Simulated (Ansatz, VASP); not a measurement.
## Nb in VASP and in Ansatz

```
Nb
1.0
     4.74443    0.00000    0.00000
    -2.37222    4.10880    0.00000
     0.00000    0.00000    2.60226
Nb
3
Cartesian
  4.7444 0.0000 2.6023
  0.0000 2.7392 1.3011
  2.3722 1.3696 1.3011
```

Alike in both runs: task single point; functional r2SCAN; k mesh 9 × 9 × 13; occupations fermi-dirac, width 0.1 eV; no spin polarisation.

```csv
,VASP,Ansatz
version,VASP 6.6.1,Ansatz 0.2.0
potentials or method,"VASP PAW PBE potentials, release 64 (Nb_sv), cutoff 520 eV","plane waves (500 eV) with PAW, scalar-relativistic"
valence electrons in the cell,39,39
```

```tsv
	VASP	Ansatz	Ansatz less VASP
pressure (GPa)	16.2	16.4	+0.16
traceless stress, the component that is largest in VASP (GPa)	0.39	0.32	-0.061
```

VASP's potentials were made for PBE, not for r2SCAN.
